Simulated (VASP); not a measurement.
The system is Ba.

```
Ba
1.0
    14.00000    0.00000    0.00000
     0.00000   14.40000    0.00000
     0.00000    0.00000   14.80000
Ba
1
Cartesian
  7.0000 7.2000 7.4000
```

Base run:

- Program: VASP 6.6.1
- Functional: HSE06
- Potentials or basis: VASP PAW PBE potentials, release 64 (Ba_sv)
- Cutoff: 520 eV
- k mesh: 1 × 1 × 1
- Occupations: fermi-dirac, width 0.01 eV
- Spin: collinear spin, zero start
- Starting moments: [0.01] μB

Its results: band gap on the k mesh 1.78 eV; pressure 0.0 GPa; net moment 0.00 μB per cell.

Q: The run is repeated on the same cell with these changes: functional from HSE06 to PBE. What comes out?

A: Band gap on the k mesh 1.21 eV; pressure 0.0 GPa; net moment 0.00 μB per cell.

Caveats: spin-orbit coupling is left out, which moves the levels of the heavy elements; the PAW data sets were made with another functional, which shifts forces and pressure a little (at least some runs).

A k mesh can miss the band edges.
